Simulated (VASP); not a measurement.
Write the native input for VASP 6.6.1 that does the following.

- Task: single point
- Functional: PBE
- Potentials or basis: VASP PAW PBE potentials, release 64 (Pb_d, Se)
- Cutoff: 520 eV
- k mesh: 10 × 10 × 10
- Occupations: gaussian, width 0.03 eV
- Spin: no spin polarisation
- Dipole correction: no
- Further INCAR settings: ALGO = Normal; EDIFF = 1e-06; NBANDS = 17

The structure of PbSe lies in POSCAR:

```
PbSe
1.0
    0.0000000000      3.0468392500      3.0621500000
    3.0774607500      0.0000000000      3.0621500000
    3.0774607500      3.0468392500      0.0000000000
Pb Se
1 1
Direct
    0.0000000000      0.0000000000      0.0000000000
    0.5000000000      0.5000000000      0.5000000000
```

This cell differs from its parent crystal: strain +0.0050 x Voigt [1, -1, 0, 0, 0, 0].

These files were run (other wordings do the same):

INCAR

```
SYSTEM = PbSe
PREC = Accurate
ENCUT = 520
EDIFF = 1E-6
ISMEAR = 0
SIGMA = 0.03
LREAL = .FALSE.
LASPH = .TRUE.
NELM = 60
ALGO = Normal
ISIF = 2
LWAVE = .FALSE.
LCHARG = .FALSE.
GGA = PE
NBANDS = 17
```

KPOINTS

```
regular mesh
0
G
  10 10 10
  0 0 0
```

Potentials or basis: VASP PAW PBE potentials, release 64 (Pb_d, Se).

Run with:

```sh
$ cat potpaw_PBE.64/Pb_d/POTCAR potpaw_PBE.64/Se/POTCAR > POTCAR
$ mpirun -np 1 vasp_std > vasp.out
```

It gave:

* Pressure: 2.3 GPa
* Band gap on the k mesh: 0.29 eV

Caveat: the cell differs from its parent crystal (strain +0.0050 x Voigt [1, -1, 0, 0, 0, 0]); spin-orbit coupling is left out, which moves the levels of the heavy elements.

Wall time 2.5 min on 1 thread of Intel Xeon 8259CL, on a shared host, peak memory 0.31 GiB.
